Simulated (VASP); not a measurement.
**CaCoC6N6: relaxation of cell and atoms with PBE**

The system is CaCoC6N6.

```
Ca Co C N
1.0
     0.00000    5.49983    5.49983
     5.49983    0.00000    5.49983
     5.49983    5.49983    0.00000
Ca Co C N
1 1 6 6
Direct
  0.50000 0.50000 0.50000
  0.00000 0.00000 0.00000
  0.82880 0.17120 0.17120
  0.17120 0.82880 0.17120
  0.17120 0.17120 0.82880
  0.17120 0.82880 0.82880
  0.82880 0.17120 0.82880
  0.82880 0.82880 0.17120
  0.72274 0.27726 0.27726
  0.27726 0.72274 0.27726
  0.27726 0.27726 0.72274
  0.27726 0.72274 0.72274
  0.72274 0.27726 0.72274
  0.72274 0.72274 0.27726
```

```yaml
Program: VASP 6.6.1
Task: relaxation of cell and atoms
Functional: PBE
Potentials_or_basis: VASP PAW PBE potentials, release 64 (Ca_sv, Co, C, N)
Cutoff: 600 eV
k_mesh: 6 × 6 × 6
Occupations: gaussian, width 0.1 eV
Spin: collinear spin, ferromagnetic start
Starting_moments: "[0.0, 0.72, 0.0, 0.0, 0.0, 0.0, 0.0, 0.0, 0.0, 0.0, 0.0, 0.0, 0.0, 0.0] μB"
Dipole_correction: no
Further_INCAR_settings: ALGO = Normal; EDIFF = 1e-06; IBRION = 2; EDIFFG = -0.01; NSW = 100; ISIF = 3
```

The relaxed volume is 23.82 Å³/atom. The relaxed cell is a = 7.784 Å, b = 7.784 Å, c = 7.784 Å, α = 60.00°, β = 60.00°, γ = 60.00° and the space group after relaxing (to 0.1 Å) is Fm-3m (No. 225). The energy gained by relaxing is 0.3 meV/atom. The ionic steps are 8 and the pressure after relaxing is 0.0 GPa. The largest force after relaxing is 0.007 eV/Å. The band gap on the k mesh is zero (filled and empty bands overlap) and the net moment is 1.00 μB per cell. The site moments are Ca -0.00; Co +0.69; C -0.01; N +0.04 μB and the valence electrons inside the program's atomic spheres are Ca 8.07; Co 8.91; C 2.59; N 3.85.

Forces on the atoms (eV/Å):
```
Ca   0.000  0.000  0.000
Co   0.000  0.000  0.000
C    0.007  0.000  0.000
C    0.000  0.007  0.000
C    0.000  0.000  0.007
C   -0.007  0.000  0.000
C    0.000 -0.007  0.000
C    0.000  0.000 -0.007
N   -0.006  0.000  0.000
N    0.000 -0.006  0.000
N    0.000  0.000 -0.006
N    0.006  0.000  0.000
N    0.000  0.006  0.000
N    0.000  0.000  0.006
```

The path:
```tsv
step	energy change (eV)	largest force (eV/Å)	pressure (GPa)	volume (Å³)
1	0.0000	0.3989	0.38	332.72
2	0.3912	3.6266	-3.62	335.41
3	-0.0036	0.0342	-0.01	332.95
4	-0.0036	0.0252	0.03	332.94
5	-0.0038	0.0192	0.00	333.13
6	-0.0040	0.0111	-0.01	333.41
7	-0.0038	0.0253	-0.02	333.95
8	-0.0040	0.0073	-0.01	333.54
```

Final structure:
```yaml
crystal:
  lattice:
    - [0.00000, 5.50437, 5.50437]
    - [5.50437, 0.00000, 5.50437]
    - [5.50437, 5.50437, 0.00000]
  atoms:
    - { symbol: Ca, position: [0.50000, 0.50000, 0.50000] }
    - { symbol: Co, position: [0.00000, 0.00000, 0.00000] }
    - { symbol: C, position: [0.82917, 0.17083, 0.17083] }
    - { symbol: C, position: [0.17083, 0.82917, 0.17083] }
    - { symbol: C, position: [0.17083, 0.17083, 0.82917] }
    - { symbol: C, position: [0.17083, 0.82917, 0.82917] }
    - { symbol: C, position: [0.82917, 0.17083, 0.82917] }
    - { symbol: C, position: [0.82917, 0.82917, 0.17083] }
    - { symbol: N, position: [0.72290, 0.27710, 0.27710] }
    - { symbol: N, position: [0.27710, 0.72290, 0.27710] }
    - { symbol: N, position: [0.27710, 0.27710, 0.72290] }
    - { symbol: N, position: [0.27710, 0.72290, 0.72290] }
    - { symbol: N, position: [0.72290, 0.27710, 0.72290] }
    - { symbol: N, position: [0.72290, 0.72290, 0.27710] }
```

Levels at points of the mesh, in eV from the Fermi level:
Spin up:
| k point | band 33 | band 34 | band 35 | band 36 | band 37 | band 38 | band 39 | band 40 | band 41 | band 42 |
| --- | --- | --- | --- | --- | --- | --- | --- | --- | --- | --- |
| (0.00, 0.00, 0.00) | -0.70 | -0.70 | -0.68 | -0.68 | -0.68 | 4.01 | 4.01 | 5.54 | 5.54 | 5.54 |
| (0.50, 0.00, 0.00) | -0.57 | -0.54 | -0.54 | -0.54 | -0.54 | 4.05 | 4.05 | 6.09 | 6.14 | 6.25 |
| (0.50, 0.50, 0.00) | -0.54 | -0.54 | -0.46 | -0.46 | -0.44 | 3.96 | 4.02 | 5.56 | 6.48 | 6.48 |
Spin down:
```
           k point  band 33  band 34  band 35  band 36  band 37  band 38  band 39  band 40  band 41  band 42
(0.00, 0.00, 0.00)    -0.61    -0.61    -0.16    -0.16    -0.16     4.24     4.24     5.65     5.65     5.65
(0.50, 0.00, 0.00)    -0.50    -0.50    -0.05    -0.03    -0.03     4.27     4.27     6.15     6.21     6.30
(0.50, 0.50, 0.00)    -0.50    -0.40    -0.17     0.06     0.06     4.19     4.25     5.67     6.61     6.61
```

Run time: 15 min on 4 MPI ranks on Intel(R) Xeon(R) 6975P-C (Granite Rapids), on a shared host, peak memory 1.1 GiB a rank.

Caveat: a cell with one magnetic atom can't hold antiferromagnetic order, which such compounds often take. With open d or f shells a metallic result of PBE can be an artefact of self-interaction; +U or a hybrid may open a gap.
